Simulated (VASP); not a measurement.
Wanted: the native input for a VASP 6.6.1 run.

```
Task                   : relaxation of cell and atoms
Functional             : PBEsol
Potentials or basis    : VASP PAW PBE potentials, release 64 (Mo_sv, Se)
Cutoff                 : 500 eV
k mesh                 : 12 × 12 × 2
Occupations            : gaussian, width 0.02 eV
Spin                   : no spin polarisation
Dipole correction      : no
Further INCAR settings : ALGO = Normal; EDIFF = 1e-07; IBRION = 2; EDIFFG = -0.005; NSW = 100; ISIF = 3
```

The structure of MoSe2 lies in POSCAR:

```
MoSe2
1.0
    3.2685285699      0.0000000000      0.0000000000
   -1.6342642850      2.8306287745      0.0000000000
    0.0000000000      0.0000000000     13.0950318665
Mo Se
2 4
Direct
    0.3333333333      0.6666666667      0.2500000000
    0.6666666667      0.3333333333      0.7500000000
    0.3333333333      0.6666666667      0.6228546753
    0.6666666667      0.3333333333      0.1228546753
    0.3333333333      0.6666666667      0.8771453247
    0.6666666667      0.3333333333      0.3771453247
```

These files were run (other wordings do the same):

INCAR

```
SYSTEM = MoSe2
PREC = Accurate ; ENCUT = 500
EDIFF = 1E-7 ; ISMEAR = 0
SIGMA = 0.02 ; LREAL = .FALSE.
LASPH = .TRUE. ; NELM = 120
ALGO = Normal ; ISIF = 3
LWAVE = .FALSE. ; LCHARG = .FALSE.
GGA = PS ; IBRION = 2
NSW = 100 ; EDIFFG = -0.005
GGA_COMPAT = .FALSE. ; NELMIN = 4
```

KPOINTS

```
regular mesh
0
G
  12 12 2
  0 0 0
```

Potentials or basis: VASP PAW PBE potentials, release 64 (Mo_sv, Se).

Launch:

```console
$ cat potpaw_PBE.64/Mo_sv/POTCAR potpaw_PBE.64/Se/POTCAR > POTCAR
$ mpirun -np 1 vasp_std > vasp.out
```

Results of the run:

| Item | Value |
| --- | --- |
| Relaxed volume | 20.25 Å³/atom |
| Relaxed cell | a = 3.272 Å, b = 3.272 Å, c = 13.105 Å, α = 90.00°, β = 90.00°, γ = 120.00° |
| Space group after relaxing (to 0.1 Å) | P6_3/mmc (No. 194) |
| Energy gained by relaxing | 0.1 meV/atom |
| Ionic steps | 6 |
| Pressure after relaxing | 0.0 GPa |
| Largest force after relaxing | 0.004 eV/Å |
| Band gap on the k mesh | 0.90 eV (least direct gap 1.49 eV) |

Caveat: the PAW data sets were made with another functional, which shifts forces and pressure a little; this functional lacks dispersion, which binds the layers, so the pressure and a relaxed spacing across them are unreliable.

Run time: 10 min on 1 thread of AMD EPYC 7R13, with other jobs on the host, peak memory 0.27 GiB.
